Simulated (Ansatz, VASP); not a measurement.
## One calculation of ZrC, two programs

File INCAR:

```
SYSTEM = ZrC
  PREC = Accurate
  ENCUT = 600
  EDIFF = 1E-7
  ISMEAR = 0
  SIGMA = 0.1
  LREAL = .FALSE.
  LASPH = .TRUE.
  NELM = 120
  ALGO = Normal
  ISIF = 3
  LWAVE = .FALSE.
  LCHARG = .FALSE.
  IBRION = 2
  NSW = 100
  EDIFFG = -0.05
  GGA_COMPAT = .FALSE.
  NELMIN = 4
```

File KPOINTS:

```
regular mesh
0
G
  8 8 8
  0 0 0
```

File POSCAR:

```
ZrC
1.0
    0.0000000000      2.3502100000      2.3502100000
    2.3502100000      0.0000000000      2.3502100000
    2.3502100000      2.3502100000      0.0000000000
Zr C
1 1
Direct
    0.5000000000      0.5000000000      0.5000000000
    0.0000000000      0.0000000000      0.0000000000
```

Input for Ansatz:

```yaml
crystal:
  lattice:
    - [0.0, 2.35021, 2.35021]
    - [2.35021, 0.0, 2.35021]
    - [2.35021, 2.35021, 0.0]
  atoms:
    - { symbol: Zr, position: [0.5, 0.5, 0.5] }
    - { symbol: C, position: [0.0, 0.0, 0.0] }
basis:
  ecutwfc: 520.0
kpoints:
  mp_grid: { grid: [8, 8, 8] }
hamiltonian:
  xc: lda
scf:
  occupations: { method: gaussian, width: 0.1 }
output:
  forces: true
  stress: true
  eigenvalues: true
relax:
  adjacent_minimum: "off"
  f_tol: 0.05
  max_steps: 80
  cell: { stress_tol: 0.5 }
```

Alike in both runs: task relaxation of cell and atoms; functional LDA; k mesh 8 × 8 × 8; occupations gaussian, width 0.1 eV; no spin polarisation.

|  | VASP | Ansatz |
| --- | --- | --- |
| version | VASP 6.6.1 | Ansatz 0.2.0 |
| potentials or method | VASP PAW LDA potentials, release 64 (Zr_sv, C), cutoff 600 eV | scalar-relativistic, plane waves, PAW |
| valence electrons in the cell | 16 | 16 |

```tsv
	VASP	Ansatz	Ansatz less VASP
gap on the k mesh at the Fermi level, each at its own relaxed structure (eV)	none	none	-
relaxed volume (Å³/atom)	12.54	12.52	-0.011
relaxed cell length with the largest relative difference (Å)	3.285	3.284	-0.0009
```

LDA's correlation is that of Perdew and Zunger in VASP and of Perdew and Wang (1992) in Ansatz. A gap of «none» marks a metal or a gap that the smearing closes.
